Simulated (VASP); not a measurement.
A run of VASP 6.6.1:

INCAR

```
PREC = Accurate
ENCUT = 520
EDIFF = 1E-6
ISMEAR = -1
SIGMA = 0.05
LREAL = Auto
LASPH = T
NELM = 60
ALGO = Normal
ISIF = 2
LWAVE = F
LCHARG = T
GGA = PS
LELF = T
LVHAR = T
NBANDS = 48
```

KPOINTS

```
Automatic mesh
0
Gamma
  2 2 2
```

File POSCAR:

```
Si
1.0
    0.0000000000      5.4300000000      5.4300000000
    5.4300000000      0.0000000000      5.4300000000
    5.4300000000      5.4300000000      0.0000000000
Si
17
Direct
   -0.0080667587     -0.0014192449     -0.0016269797
    0.0741775322      0.1420668508      0.1418359116
   -0.0080489871     -0.0014388582      0.5110278085
    0.1335175875      0.1137962247      0.6262999079
   -0.0079747698      0.5112475138     -0.0016898711
    0.1336380295      0.6265104052      0.1135094843
    0.0515575506      0.4829621547      0.4826844383
    0.1336537753      0.6264911602      0.6262360958
    0.4504783610      0.0166848066      0.0163825967
    0.6199817680      0.1155707182      0.1153707182
    0.5054779006     -0.0242631676      0.5093541436
    0.6199983425      0.1155359116      0.6490038674
    0.5055962247      0.5095958564     -0.0245214549
    0.6200697053      0.6493181400      0.1152428177
    0.5056100368      0.5095686004      0.5092247698
    0.6752263352      0.6083950276      0.6081296501
    0.5626520258      0.3125872007      0.3123358195
```

Potentials or basis: VASP PAW PBE potentials, release 64 (Si).

Run with:

```bash
$ cat potpaw_PBE.64/Si/POTCAR > POTCAR
$ mpirun -np 1 vasp_std > vasp.out
```

Hardware: 1 thread of AMD EPYC 9R45 96-Core Processor (Zen 5), with other jobs on the host.

**Question.** Estimate the wall time of this run.

**Answer.** It took 3.2 min on 1 thread of AMD EPYC 9R45 96-Core Processor (Zen 5) (shared host), peak memory 0.43 GiB. Counts: scf iterations 13, k points 8.
